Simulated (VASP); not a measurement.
# NiSb in VASP: a series of runs, part 2 of 2

VASP 6.6.1. Earlier steps stand in the parts before.

## Step 3: Single point, PBE, collinear spin, antiferromagnetic start

This run uses another cell than the first one, of the same volume but with other edges.

Input file INCAR:

```
SYSTEM = NiSb
PREC     = Accurate       ! precision mode
ENCUT    = 520            ! plane-wave cutoff, eV
EDIFF    = 1E-6           ! SCF threshold, eV
ISMEAR   = 0              ! smearing method
SIGMA    = 0.05           ! smearing width, eV
LREAL    = .FALSE.        ! projectors in reciprocal space
LASPH    = .TRUE.         ! aspherical terms in the spheres
NELM     = 150            ! most SCF steps
ALGO     = Normal         ! electronic algorithm
ISIF     = 2              ! what is computed and relaxed
LWAVE    = .FALSE.        ! write WAVECAR
LCHARG   = .TRUE.         ! write CHGCAR
ISPIN    = 2              ! spin polarisation
MAGMOM   = 0.8 -0.8 0 0   ! initial moments
LORBIT   = 11             ! projections on sites
LMAXMIX  = 4              ! l up to which the mixer works
GGA      = PE             ! functional
LELF     = .TRUE.         ! ELF
LVHAR    = .TRUE.       
NBANDS   = 27             ! bands
```

Input file KPOINTS:

```
Automatic mesh
0
G
  12 12 6
  0 0 0
```

Input file POSCAR:

```
NiSb
1.0
    0.0000000000      2.6337378275      2.6337378275
    2.6337378275      0.0000000000      2.6337378275
    5.2674756550      5.2674756550      0.0000000000
Ni Sb
2 2
Direct
    0.5000000000      0.5000000000      0.2500000000
    0.5000000000      0.5000000000      0.7500000000
    0.0000000000      0.0000000000      0.0000000000
    0.0000000000      0.0000000000      0.5000000000
```

Potentials or basis: VASP PAW PBE potentials, release 64 (Ni, Sb).

Launch:

```bash
> cat potpaw_PBE.64/Ni/POTCAR potpaw_PBE.64/Sb/POTCAR > POTCAR
> mpirun -np 1 vasp_std > vasp.out
```

Run time: 11 min. Hardware: 1 thread of Intel Xeon 8259CL, shared host; peak memory 0.43 GiB.

Results (log left out):

```yaml
Free_energy: -19.2327 eV
Pressure: -0.1 GPa
Band_gap_on_the_k_mesh: zero (filled and empty bands overlap)
Net_moment: 0.00 μB per cell
Valence_electrons_inside_the_program's_atomic_spheres: Ni 9.28; Sb 2.41
```

Levels at points of the mesh, in eV from the Fermi level:
Spin up:
```csv
k point,band 11,band 12,band 13,band 14,band 15,band 16,band 17,band 18,band 19,band 20
"(0.00, 0.00, 0.00)",-1.40,-1.40,-1.16,2.26,2.26,2.26,3.71,3.71,5.29,5.75
"(0.50, 0.00, 0.00)",-1.25,-1.25,-1.20,-1.20,-1.16,-0.81,1.77,3.71,3.71,5.29
"(0.00, 0.00, 0.50)",-1.60,-1.60,-0.70,-0.70,2.90,2.90,2.90,2.90,6.31,6.31
"(0.50, 0.00, 0.50)",-1.35,-1.35,-1.17,-1.17,0.35,0.35,0.91,0.91,3.88,3.88
```
Spin down:
```
           k point  band 13  band 14  band 15  band 16  band 17  band 18
(0.00, 0.00, 0.00)    -1.16     2.26     2.26     2.26     3.71     3.71
(0.50, 0.00, 0.00)    -1.20    -1.20    -1.16    -0.81     1.77     3.71
(0.00, 0.00, 0.50)    -0.70    -0.70     2.90     2.90     2.90     2.90
(0.50, 0.00, 0.50)    -1.17    -1.17     0.35     0.35     0.91     0.91
```

Caveat: the moments typed at the start vanished in this run; spin-orbit coupling is left out, which moves the levels of the heavy elements.

## Step 4: Single point, PBE, collinear spin

This run uses another cell than the first one: it holds 2 atoms, not 4.

Input file INCAR:

```
PREC = Accurate ; ENCUT = 520
EDIFF = 1E-6 ; ISMEAR = 0
SIGMA = 0.05 ; LREAL = False
LASPH = True ; NELM = 150
ALGO = Normal ; ISIF = 2
LWAVE = False ; LCHARG = False
ISPIN = 2 ; MAGMOM = 0.05 0
LORBIT = 11 ; LMAXMIX = 4
GGA = PE ; NBANDS = 18
```

Input file KPOINTS:

```
Automatic mesh
0
Gamma
  12 12 12
```

Input file POSCAR:

```
NiSb
1.0
    0.0000000000      2.6337378275      2.7127499623
    2.6337378275      0.0000000000      2.7127499623
    2.6337378275      2.6337378275      0.0000000000
Ni Sb
1 1
Direct
    0.5000000000      0.5000000000      0.5000000000
    0.0000000000      0.0000000000      0.0000000000
```

Launch:

```bash
> cat potpaw_PBE.64/Ni/POTCAR potpaw_PBE.64/Sb/POTCAR > POTCAR
> mpirun -np 1 vasp_std > vasp.out
```

It took 5.4 min on 1 thread of Intel Xeon 8259CL, shared host; peak memory 0.31 GiB.

Results (log left out):

```yaml
Free_energy: -9.5970 eV
Pressure: -2.8 GPa
Net_moment: 0.00 μB per cell
Valence_electrons_inside_the_program's_atomic_spheres: Ni 9.24; Sb 2.39
```

Stress tensor (GPa, compression positive):
```
-1.57  0.00  0.00
 0.00 -1.57  0.00
 0.00  0.00 -5.26
```

Levels at points of the mesh, in eV from the Fermi level:
Spin up:
| k point | band 3 | band 4 | band 5 | band 6 | band 7 | band 8 | band 9 | band 10 | band 11 | band 12 |
| --- | --- | --- | --- | --- | --- | --- | --- | --- | --- | --- |
| (0.00, 0.00, 0.00) | -1.68 | -1.66 | -1.66 | -1.64 | 2.10 | 2.10 | 2.29 | 6.85 | 9.04 | 9.06 |
| (0.50, 0.00, 0.00) | -2.72 | -2.68 | -1.34 | -1.33 | -1.10 | 3.42 | 3.72 | 5.05 | 5.67 | 5.88 |
| (0.50, 0.50, 0.00) | -2.23 | -1.52 | -1.17 | -1.17 | -1.00 | -1.00 | -0.81 | 1.89 | 5.61 | 14.51 |
| (0.50, 0.00, 0.50) | -2.18 | -1.46 | -1.38 | -1.21 | -1.19 | -1.08 | -0.77 | 1.55 | 5.41 | 13.74 |
Spin down:
| k point | band 4 | band 5 | band 6 | band 7 | band 8 | band 9 | band 10 | band 11 |
| --- | --- | --- | --- | --- | --- | --- | --- | --- |
| (0.00, 0.00, 0.00) | -1.66 | -1.66 | -1.64 | 2.10 | 2.10 | 2.29 | 6.85 | 9.04 |
| (0.50, 0.00, 0.00) | -2.68 | -1.34 | -1.33 | -1.10 | 3.42 | 3.72 | 5.05 | 5.67 |
| (0.50, 0.50, 0.00) | -1.52 | -1.17 | -1.17 | -1.00 | -1.00 | -0.81 | 1.89 | 5.61 |
| (0.50, 0.00, 0.50) | -1.46 | -1.38 | -1.21 | -1.19 | -1.08 | -0.77 | 1.55 | 5.41 |

Caveat: spin-orbit coupling is left out, which moves the levels of the heavy elements.

## Step 5: Single point, PBE

This run uses another cell than the first one: it holds 2 atoms, not 4.

Input file INCAR:

```
PREC     = Accurate       # precision mode
ENCUT    = 520            # plane-wave cutoff, eV
EDIFF    = 1E-6           # SCF threshold, eV
ISMEAR   = 0              # smearing method
SIGMA    = 0.05           # smearing width, eV
LREAL    = F              # projectors in reciprocal space
LASPH    = T              # aspherical terms in the spheres
NELM     = 100            # most SCF steps
ALGO     = Fast           # electronic algorithm
ISIF     = 2              # what is computed and relaxed
LWAVE    = F              # write WAVECAR
LCHARG   = T              # write CHGCAR
GGA      = PE             # functional
LELF     = T              # ELF
LVHAR    = T            
NBANDS   = 14             # bands
```

Input file KPOINTS:

```
regular mesh
0
Gamma
  12 12 12
```

Input file POSCAR:

```
NiSb
1.0
    0.0000000000      2.6337378275      2.6337378275
    2.6337378275      0.0000000000      2.6337378275
    2.6337378275      2.6337378275      0.0000000000
Ni Sb
1 1
Direct
    0.5000000000      0.5000000000      0.5000000000
    0.0000000000      0.0000000000      0.0000000000
```

Launch:

```bash
> cat potpaw_PBE.64/Ni/POTCAR potpaw_PBE.64/Sb/POTCAR > POTCAR
> mpirun -np 1 vasp_std > vasp.out
```

It took 77 s on 1 thread of Oxide Virtual Turin-like, shared host; peak memory 0.15 GiB.

The run converged. Its results:

```
Free energy            : -9.6163 eV
Pressure               : -0.8 GPa
Band gap on the k mesh : zero (an odd number of electrons rules out a gap without spin polarisation)
```

Levels at points of the mesh, in eV from the Fermi level:
| k point | band 5 | band 6 | band 7 | band 8 | band 9 | band 10 |
| --- | --- | --- | --- | --- | --- | --- |
| (0.00, 0.00, 0.00) | -1.73 | -1.73 | 2.26 | 2.26 | 2.26 | 7.26 |
| (0.50, 0.00, 0.00) | -1.40 | -1.40 | -1.16 | 3.71 | 3.71 | 5.29 |
| (0.50, 0.50, 0.00) | -1.24 | -1.24 | -1.20 | -1.20 | -0.81 | 1.77 |

Caveat: spin-orbit coupling is left out, which moves the levels of the heavy elements.

## Step 6: Single point, PBE, collinear spin (17.26 Å³/atom)

Input file INCAR:

```
PREC = Accurate ; ENCUT = 520
EDIFF = 1E-6 ; ISMEAR = 0
SIGMA = 0.05 ; LREAL = F
LASPH = T ; NELM = 150
ALGO = Fast ; ISIF = 2
LWAVE = F ; LCHARG = F
ISPIN = 2 ; MAGMOM = 0.05 0
LORBIT = 11 ; LMAXMIX = 4
GGA = PE ; NBANDS = 18
```

Input file KPOINTS:

```
Automatic mesh
0
Gamma
  12 12 12
```

Input file POSCAR:

```
NiSb
1.0
    0.0000000000      2.5845393232      2.5845393232
    2.5845393232      0.0000000000      2.5845393232
    2.5845393232      2.5845393232      0.0000000000
Ni Sb
1 1
Direct
    0.5000000000      0.5000000000      0.5000000000
    0.0000000000      0.0000000000      0.0000000000
```

Potentials or basis: VASP PAW PBE potentials, release 64 (Ni, Sb).

Launch:

```bash
> cat potpaw_PBE.64/Ni/POTCAR potpaw_PBE.64/Sb/POTCAR > POTCAR
> mpirun -np 1 vasp_std > vasp.out
```

OUTCAR:

```text
PREC = Accurate
   ENCUT = 520
   EDIFF = 1E-6
   ISMEAR = 0
   LREAL = F
   LASPH = T
   NELM = 150
   ISIF = 2
   ISPIN = 2
   LORBIT = 11
   GGA = PE

 ion  position               nearest neighbor table
   1  0.500  0.500  0.500-   2 2.58   2 2.58   2 2.58   2 2.58   2 2.58   2 2.58
   2  0.000  0.000  0.000-   1 2.58   1 2.58   1 2.58   1 2.58   1 2.58   1 2.58

  LATTYP: Found a face centered cubic cell.
 ALAT       =     5.1690786464

  Lattice vectors:

 A1 = (   0.0000000000,   2.5845393232,   2.5845393232)
[... 1225 lines left out ...]
  external PRESSURE =      64.5115571 kB  Pullay stress =       0.0000000 kB

 VOLUME and BASIS-vectors are now :
 -----------------------------------------------------------------------------
  energy-cutoff  :      520.00
  volume of cell :       34.53
      direct lattice vectors                 reciprocal lattice vectors
     0.000000000  2.584539323  2.584539323    -0.193458074  0.193458074  0.193458074
     2.584539323  0.000000000  2.584539323     0.193458074 -0.193458074  0.193458074
     2.584539323  2.584539323  0.000000000     0.193458074  0.193458074 -0.193458074

 POSITION                                       TOTAL-FORCE (eV/Angst)
 -----------------------------------------------------------------------------------
      2.58454      2.58454      2.58454         0.000000      0.000000      0.000000
      0.00000      0.00000      0.00000        -0.000000     -0.000000     -0.000000
 -----------------------------------------------------------------------------------
    total drift:                                0.000000      0.000000      0.000000

  FREE ENERGIE OF THE ION-ELECTRON SYSTEM (eV)
  ---------------------------------------------------
  free  energy   TOTEN  =        -9.5781038325 eV

  energy  without entropy=       -9.5757157301  energy(sigma->0) =       -9.57690978

 total charge

# of ion       s       p       d       tot
------------------------------------------
    1        0.492   0.396   8.482   9.370
    2        1.147   1.231   0.072   2.449
--------------------------------------------------
tot          1.639   1.626   8.554  11.820

 magnetization (x)

# of ion       s       p       d       tot
------------------------------------------
    1       -0.000  -0.000  -0.000  -0.000
    2       -0.000  -0.000   0.000  -0.000
--------------------------------------------------
tot         -0.000  -0.000  -0.000  -0.000
```

stdout:

```text
POSCAR found type information on POSCAR NiSb
 POSCAR found :  2 types and       2 ions
 scaLAPACK will be used
 LDA part: xc-table for (Slater+PW92), standard interpolation
 POSCAR, INCAR and KPOINTS ok, starting setup
 FFT: planning ... GRIDC
 FFT: planning ... GRID_SOFT
 FFT: planning ... GRID
 WAVECAR not read
 entering main loop
```

Run time: 1.9 min. Hardware: 1 thread of Oxide Virtual Turin-like, shared host; peak memory 0.19 GiB.

What came out:

```yaml
Free_energy: -9.5781 eV
Pressure: 6.5 GPa
Net_moment: 0.00 μB per cell
Valence_electrons_inside_the_program's_atomic_spheres: Ni 9.37; Sb 2.45
```

Caveat: the cell stands under pressure; spin-orbit coupling is left out, which moves the levels of the heavy elements.

## Step 7: The runs side by side

| spin | cell | k mesh | gap on the mesh (eV) | pressure (GPa) | moment (μB) |
| --- | --- | --- | --- | --- | --- |
| collinear, antiferromagnetic start | a = 3.725, b = 6.451, c = 7.449 Å, angles 30.0, 60.0, 54.7°, 4 atoms, atomic positions A | 12 × 12 × 6 | none | -0.1 | 0.00 |
| collinear, antiferromagnetic start | a = 3.725, b = 3.725, c = 7.449 Å, angles 60.0°, 4 atoms, atomic positions A | 12 × 12 × 6 | none | -0.1 | 0.00 |
| collinear | a = 3.781, b = 3.781, c = 3.725 Å, angles 60.5, 60.5, 59.0°, 2 atoms, atomic positions B | 12 × 12 × 12 | none | -2.8 | 0.00 |
| off | a = 3.725 Å, angles 60.0°, 2 atoms, atomic positions B | 12 × 12 × 12 | none | -0.8 | - |
| collinear | a = 3.655 Å, angles 60.0°, 2 atoms, atomic positions B | 12 × 12 × 12 | none | 6.5 | 0.00 |

Alike in all rows: task single point; level PBE; potentials or basis VASP PAW PBE potentials, release 64 (Ni, Sb); cutoff (eV) 520; smearing gaussian 0.05 eV.

Caveats: spin-orbit coupling is left out, which moves the levels of the heavy elements; the moments typed at the start vanished in this run (at least some runs); the cell stands under pressure (at least some runs).

Absolute energies hang on the potentials; compare differences alone.
